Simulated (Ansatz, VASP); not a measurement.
## One calculation of CdTe, two programs

```
CELL_PARAMETERS angstrom
4.40831 0.00000 0.00000
2.20416 3.81771 0.00000
2.20416 1.27257 3.59937
ATOMIC_POSITIONS crystal
Te 0.75000 0.75000 0.75000
Cd 0.00000 0.00000 0.00000
```

Change from the starting cell: volume scaled by 0.92.

Alike in both runs: task single point; functional PBE; dispersion D3(BJ); k mesh 7 × 7 × 7; occupations gaussian, width 0.1 eV; no spin polarisation.

|  | VASP | Ansatz |
| --- | --- | --- |
| version | VASP 6.6.1 | Ansatz 0.2.0 |
| potentials or method | VASP PAW PBE potentials, release 64 (Te, Cd), cutoff 520 eV | all-electron LAPW, inner shells corrected to Dirac's equation |

Ansatz gave:

```
gap on the k mesh at the Fermi level (eV) : 1.13
least direct gap on the mesh (eV)         : 1.13
pressure (GPa)                            : 7.3
```

Problem. Which values does VASP return?

Solution. gap on the k mesh at the Fermi level (eV): 1.14; least direct gap on the mesh (eV): 1.14; pressure (GPa): 7.5.

Ansatz ran all-electron here, and VASP with PAW potentials.

Neither program's run includes spin-orbit coupling.
